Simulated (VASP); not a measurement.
# PtSe2 (Sudovikovite) (P-3m1) in VASP: further runs

PtSe2 (Sudovikovite) is run at these levels: PBEsol; tasks: single point.

Program: VASP 6.6.1. These are calculated values, not measurements. Logs are shortened: lines on timing, memory, paths and dates and some standing lists are left out, and cuts for length are marked.

## (1) The cell of the first run

Symmetry: P-3m1, No. 164, trigonal system. Conventional cell: a = 3.569 Å, b = 3.569 Å, c = 4.851 Å, α = 90.00°, β = 90.00°, γ = 120.00°. Within 3.2 Å of Pt (site symmetry -3m) lie 6 Se at 2.39 Å. Se (site symmetry 3m) has 3 Pt at 2.39 Å and 6 Se at 3.18 Å within 3.2 Å.

## (2) Single point, PBEsol

INCAR

```
ALGO = Normal
EDIFF = 1E-6
ENCUT = 520
GGA = PS
ISIF = 2
ISMEAR = 1
LASPH = T
LCHARG = F
LREAL = F
LWAVE = F
NBANDS = 18
NELM = 60
PREC = Accurate
SIGMA = 0.1
```

KPOINTS

```
k-points
0
Gamma
  9 9 6
```

POSCAR

```
PtSe2
1.0
    3.5686495095      0.0000000000      0.0000000000
   -1.7843247548      3.0905415122      0.0000000000
    0.0000000000      0.0000000000      4.8508334633
Pt Se
1 2
Direct
    0.0000000000      0.0000000000      0.0000000000
    0.3333333333      0.6666666667      0.2500000000
    0.6666666667      0.3333333333      0.7500000000
```

Potentials or basis: VASP PAW PBE potentials, release 64 (Pt, Se).

On the command line:

```sh
cat potpaw_PBE.64/Pt/POTCAR potpaw_PBE.64/Se/POTCAR > POTCAR
mpirun -np 1 vasp_std > vasp.out
```

OUTCAR:

```text
EDIFF = 1E-6
   ENCUT = 520
   GGA = PS
   ISIF = 2
   ISMEAR = 1
   LASPH = T
   LREAL = F
   NELM = 60
   PREC = Accurate

 ion  position               nearest neighbor table
   1  0.000  0.000  0.000-   2 2.39   3 2.39   3 2.39   2 2.39   3 2.39   2 2.39
   2  0.333  0.667  0.250-   1 2.39   1 2.39   1 2.39
   3  0.667  0.333  0.750-   1 2.39   1 2.39   1 2.39

  LATTYP: Found a hexagonal cell.
 ALAT       =     3.5686495095
 C/A-ratio  =     1.3592910849

  Lattice vectors:

 A1 = (   3.5686495095,   0.0000000000,   0.0000000000)
 A2 = (  -1.7843247548,   3.0905415122,   0.0000000000)
 A3 = (   0.0000000000,   0.0000000000,   4.8508334633)

Analysis of symmetry for initial positions (statically):
=====================================================================
 Subroutine PRICEL returns:
 Original cell was already a primitive cell.

 Routine SETGRP: Setting up the symmetry group for a
 hexagonal supercell.

 Subroutine GETGRP returns: Found 12 space group operations
 (whereof 12 operations were pure point group operations)
 out of a pool of 24 trial point group operations.

The static configuration has the point symmetry D_3d.

Analysis of symmetry for dynamics (positions and initial velocities):
=====================================================================
 Subroutine PRICEL returns:
 Original cell was already a primitive cell.

 Routine SETGRP: Setting up the symmetry group for a
 hexagonal supercell.

 Subroutine GETGRP returns: Found 12 space group operations
 (whereof 12 operations were pure point group operations)
 out of a pool of 24 trial point group operations.

The dynamic configuration has the point symmetry D_3d.

 Subroutine INISYM returns: Found 12 space group operations
 (whereof 12 operations are pure point group operations),
 and found     1 'primitive' translations

----------------------------------------------------------------------------------------

                                     Primitive cell

  volume of cell :      53.5001

  direct lattice vectors                    reciprocal lattice vectors
     3.568649510  0.000000000  0.000000000     0.280218048  0.161783946  0.000000000
    -1.784324755  3.090541512  0.000000000     0.000000000  0.323567891  0.000000000
     0.000000000  0.000000000  4.850833463     0.000000000  0.000000000  0.206150140

  length of vectors
     3.568649510  3.568649838  4.850833463     0.323567921  0.323567891  0.206150140

  position of ions in fractional coordinates (direct lattice)
     0.000000000  0.000000000  0.000000000
     0.333333333  0.666666667  0.250000000
     0.666666667  0.333333333  0.750000000

  ion indices of the primitive-cell ions
   primitive index   ion index
                 1           1
                 2           2
                 3           3

----------------------------------------------------------------------------------------

 KPOINTS: k-points

Automatic generation of k-mesh.
 Grid dimensions read from file:
 generate k-points for:    9    9    6

 Generating k-lattice:

  Cartesian coordinates                     Fractional coordinates (reciprocal lattice)
     0.031135339  0.017975994  0.000000000     0.111111111  0.000000000  0.000000000
     0.000000000  0.035951988  0.000000000     0.000000000  0.111111111  0.000000000
     0.000000000  0.000000000  0.034358357     0.000000000  0.000000000  0.166666667

  Length of vectors
     0.035951991  0.035951988  0.034358357

  Shift w.r.t. Gamma in fractional coordinates (k-lattice)
     0.000000000  0.000000000  0.000000000

 Subroutine IBZKPT returns following result:
 ===========================================

 Found     62 irreducible k-points:

 Following reciprocal coordinates:
            Coordinates               Weight
  0.000000  0.000000  0.000000      1.000000
  0.111111 -0.000000  0.000000      6.000000
  0.222222 -0.000000  0.000000      6.000000
  0.333333 -0.000000  0.000000      6.000000
  0.444444 -0.000000  0.000000      6.000000
  0.111111  0.111111  0.000000      6.000000
[... 16 lines left out ...]
  0.222222  0.111111  0.166667     12.000000
 -0.111111  0.333333  0.166667     12.000000
 [... further k-points ...]
   k-points           NKPTS =     62   k-points in BZ     NKDIM =     62   number of bands    NBANDS=     18
   number of dos      NEDOS =    301   number of ions     NIONS =      3
   total plane-waves  NPLWV =  28224
   dimension x,y,z NGX =    28 NGY =   28 NGZ =   36
   dimension x,y,z NGXF=    56 NGYF=   56 NGZF=   72
   ions per type =               1   2
   NGX,Y,Z   is equivalent  to a cutoff of  13.04, 13.04, 12.34 a.u.
   NGXF,Y,Z  is equivalent  to a cutoff of  26.09, 26.09, 24.68 a.u.
 SYSTEM =  unknown system
   PREC   = accura    normal or accurate (medium, high low for compatibility)
   ISTART =      0    job   : 0-new  1-cont  2-samecut
   ICHARG =      2    charge: 1-file 2-atom 10-const
   ISPIN  =      1    spin polarized calculation?
   LNONCOLLINEAR =      F non collinear calculations
   LSORBIT =      F    spin-orbit coupling
   LASPH  =      T    aspherical Exc in radial PAW
   ENCUT  =  520.0 eV  38.22 Ry    6.18 a.u.   6.64  6.64  9.02*2*pi/ulx,y,z
   NELM   =     60;   NELMIN=  2; NELMDL= -5     # of ELM steps
   EDIFF  = 0.1E-05   stopping-criterion for ELM
   LREAL  =      F    real-space projection
   EDIFFG = 0.1E-04   stopping-criterion for IOM
   NSW    =      0    number of steps for IOM
   IBRION =     -1    ionic relax: 0-MD 1-quasi-New 2-CG
   NFREE  =      0    steps in history (QN), initial steepest desc. (CG)
   ISIF   =      2    stress and relaxation
   ISYM   =      2    0-nonsym 1-usesym 2-fastsym
   POTIM  = 0.5000    time-step for ionic-motion
   TEBEG  =    0.0;   TEEND  =   0.0 temperature during run
   PSTRESS=    0.0 pullay stress
   NELECT =      22.0000    total number of electrons
   NUPDOWN=      -1.0000    fix difference up-down
   EMIN   =  10.00;   EMAX   =-10.00  energy-range for DOS
   EFERMI =   0.00;   METHOD = LEGACY
   ISMEAR =     1;   SIGMA  =   0.10  broadening in eV -4-tet -1-fermi 0-gaus
   EFERMI_NEDOS =   21; number of points for ismear=-14 and -15
   IALGO  =     38    algorithm
   IMIX   =      4    mixing-type and parameters
     AMIX     =   0.40;   BMIX     =  1.00
     AMIX_MAG =   1.60;   BMIX_MAG =  1.00
  volume/ion in A,a.u.               =      17.83       120.35
  Fermi-wavevector in a.u.,A,eV,Ry     =   1.217393  2.300539 20.164454  1.482046
  Thomas-Fermi vector in A             =   2.352715
   LORBIT       =      0    0 simple, 1 ext, 2 COOP (PROOUT), +10 PAW based schemes
   GGA     = PS    functional components
   LHFCALC =     F    Hartree Fock is set to
   AEXX    =    0.0000 exact exchange contribution
   IVDW    =     0    specifies the selected vdW correction
   LEPSILON=     F    determine dielectric tensor
   LRPA    =     F    only Hartree local field effects (RPA)
 non-spin polarized calculation
 Methfessel and Paxton  Order N= 1 SIGMA  =   0.10
  energy-cutoff  :      520.00
  volume of cell :       53.50
 maximum number of plane-waves:      1471
 NGX is ok and might be reduce to    28
   NGX = 13   NGY = 13   NGZ = 19

 number of electron      21.9999998 magnetization

 Free energy of the ion-electron system (eV)
  ---------------------------------------------------
  ext. energy  EPLUGINS =         0.00000000
  ---------------------------------------------------
  free energy    TOTEN  =       -15.29854868 eV

  energy without entropy =      -15.29883283  energy(sigma->0) =      -15.29864339

 E-fermi :   8.4005     XC(G=0): -11.4320

 val. band max:        8.3382348608   @ k =   0.1111  -0.0000   0.0000
 cond. band min:       8.4352325072   @ k =  -0.1111   0.4444   0.1667
 fundamental gap:      0.0969976464
 Fermi energy:         8.4005419554

 k-point     1 :       0.0000    0.0000    0.0000
  band No.  band energies     occupation
      1      -8.7485      2.00000
      2      -5.0596      2.00000
      3      -0.1798      2.00000
      4       0.5974      2.00000
      5       0.5974      2.00000
      6       3.4087      2.00000
[... 10 lines left out ...]
     17      15.4190      0.00000
     18      20.4404      0.00000

 k-point     2 :       0.1111   -0.0000    0.0000
  band No.  band energies     occupation
      1      -8.5768      2.00000
      2      -5.1647      2.00000
      3       0.0070      2.00000
      4       0.7077      2.00000
      5       0.7300      2.00000
      6       3.1988      2.00000
[... 10 lines left out ...]
     17      15.9727      0.00000
     18      18.4227      0.00000

 k-point     3 :       0.2222   -0.0000    0.0000
  band No.  band energies     occupation
      1      -8.0899      2.00000
      2      -5.4261      2.00000
      3       0.5058      2.00000
      4       0.9897      2.00000
      5       1.0764      2.00000
      6       2.4549      2.00000
[... 10 lines left out ...]
     17      16.6002      0.00000
     18      16.8145      0.00000

 k-point     4 :       0.3333   -0.0000    0.0000
  band No.  band energies     occupation
      1      -7.3860      2.00000
      2      -5.7496      2.00000
      3       0.6058      2.00000
      4       1.2771      2.00000
      5       1.4170      2.00000
      6       2.0951      2.00000
[... 375 lines left out ...]
      4       0.8932      2.00000
      5       1.3378      2.00000
      6       2.7840      2.00000
[... 10 lines left out ...]
     17      16.1892      0.00000
     18      17.2870      0.00000

 k-point    23 :       0.2222    0.1111    0.1667
  band No.  band energies     occupation
      1      -7.5291      2.00000
      2      -5.8148      2.00000
      3       0.6792      2.00000
      4       1.1319      2.00000
      5       1.5155      2.00000
      6       2.3143      2.00000
[... 10 lines left out ...]
     17      16.8360      0.00000
     18      17.1779      0.00000

 k-point    24 :      -0.1111    0.3333    0.1667
  band No.  band energies     occupation
      1      -7.5679      2.00000
      2      -5.7193      2.00000
      3       0.3820      2.00000
      4       1.0375      2.00000
      5       1.7152      2.00000
      6       1.9666      2.00000
[... 10 lines left out ...]
     17      16.2091      0.00000
     18      18.1129      0.00000

 [... further k-points ...]

------------------------ aborting loop because EDIFF is reached ----------------------------------------

  FORCE on cell =-STRESS in cart. coord.  units (eV):
  Direction    XX          YY          ZZ          XY          YZ          ZX
  --------------------------------------------------------------------------------------
  -------------------------------------------------------------------------------------
  Total        9.9234578      9.9234603      6.4359813     -0.0000000     -0.0000000      0.0000000
  in kB      297.1794457    297.1795187    192.7394043     -0.0000000     -0.0000000      0.0000000
  external PRESSURE =     262.3661229 kB  Pullay stress =       0.0000000 kB

 VOLUME and BASIS-vectors are now :
 -----------------------------------------------------------------------------
  energy-cutoff  :      520.00
  volume of cell :       53.50
      direct lattice vectors                 reciprocal lattice vectors
     3.568649510  0.000000000  0.000000000     0.280218048  0.161783946  0.000000000
    -1.784324755  3.090541512  0.000000000     0.000000000  0.323567891  0.000000000
     0.000000000  0.000000000  4.850833463     0.000000000  0.000000000  0.206150140

 POSITION                                       TOTAL-FORCE (eV/Angst)
 -----------------------------------------------------------------------------------
      0.00000      0.00000      0.00000        -0.000000      0.000000      0.000000
     -0.00000      2.06036      1.21271         0.000000      0.000000      2.354484
      1.78432      1.03018      3.63813         0.000000     -0.000000     -2.354484
 -----------------------------------------------------------------------------------
    total drift:                               -0.000000     -0.000000     -0.000000

  FREE ENERGIE OF THE ION-ELECTRON SYSTEM (eV)
  ---------------------------------------------------
  free  energy   TOTEN  =       -15.2985486774 eV

  energy  without entropy=      -15.2988328291  energy(sigma->0) =      -15.29864339
```

It took 24 s on 1 thread of Intel Xeon 6975P-C (Granite Rapids), shared host; peak memory 0.21 GiB.

What came out:

| Quantity | Value |
| --- | --- |
| Free energy | -15.2985 eV |
| Pressure | 26.2 GPa |
| Largest force | 2.354 eV/Å |
| Band gap on the k mesh | zero (band 11 reaches 8.70 eV, above the bottom of band 12 at 8.30 eV) |

Forces in eV/Å, atoms in the order of the input:
```
Pt   0.000  0.000  0.000
Se   0.000  0.000  2.354
Se   0.000  0.000 -2.354
```

Stress tensor (GPa, compression positive):
```
29.72  0.00  0.00
 0.00 29.72  0.00
 0.00  0.00 19.27
```

Caveat: the PAW data sets were made with another functional, which shifts forces and pressure a little; spin-orbit coupling is left out, which moves the levels of the heavy elements.

(Continued in part 2 of 3.)
